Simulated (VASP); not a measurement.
Write the native input for VASP 6.6.1 that does the following.

- Task: single point
- Functional: r2SCAN
- Potentials or basis: VASP PAW PBE potentials, release 64 (Te)
- Cutoff: 520 eV
- k mesh: 11 × 11 × 11
- Occupations: fermi-dirac, width 0.05 eV
- Spin: no spin polarisation
- Dipole correction: no
- Further INCAR settings: ALGO = Normal; EDIFF = 1e-07; NBANDS = 13

The system is Te.

```
Te
1.0
    -2.91782    3.82358    1.51441
     2.91782   -3.82358    1.51441
     2.91782    3.82358   -1.51441
Te
2
Direct
  0.99907 0.24907 0.75000
  0.00093 0.75093 0.25000
```

The input as run:

POSCAR

```
Te
1.0
   -2.9178164048      3.8235813242      1.5144050373
    2.9178164048     -3.8235813242      1.5144050373
    2.9178164048      3.8235813242     -1.5144050373
Te
2
Direct
    0.9990709800      0.2490709800      0.7500000000
    0.0009290000      0.7509290200      0.2500000000
```

INCAR.step1

```
  ALGO = Normal
  EDIFF = 1E-4
  ENCUT = 520
  GGA = PE
  ISMEAR = -1
  LASPH = True
  LCHARG = False
  LREAL = False
  LWAVE = True
  NBANDS = 13
  NELM = 100
  PREC = Accurate
  SIGMA = 0.05
```

INCAR.step2

```
  ALGO = Normal
  EDIFF = 1E-7
  ENCUT = 520
  ISIF = 2
  ISMEAR = -1
  ISTART = 1
  LASPH = True
  LCHARG = False
  LMIXTAU = True
  LREAL = False
  LWAVE = False
  METAGGA = R2SCAN
  NBANDS = 13
  NELM = 100
  PREC = Accurate
  SIGMA = 0.05
```

KPOINTS

```
k-points
0
Gamma
  11 11 11
```

Potentials or basis: VASP PAW PBE potentials, release 64 (Te).

Run with:

```console
$ cat potpaw_PBE.64/Te/POTCAR > POTCAR
$ cp INCAR.step1 INCAR
$ mpirun -np 1 vasp_std > vasp.out
$ cp INCAR.step2 INCAR
$ mpirun -np 1 vasp_std > vasp.out
```

It gave:

The pressure is 2.3 GPa and the band gap on the k mesh is zero (bands 6 and 7 overlap by 4.39 eV).

Caveat: the PAW data sets were made with another functional, which shifts forces and pressure a little; spin-orbit coupling is left out, which moves the levels of the heavy elements.

It took 5.8 min on 1 thread of Intel(R) Xeon(R) 6975P-C (Granite Rapids), with other jobs on the host, peak memory 0.36 GiB.
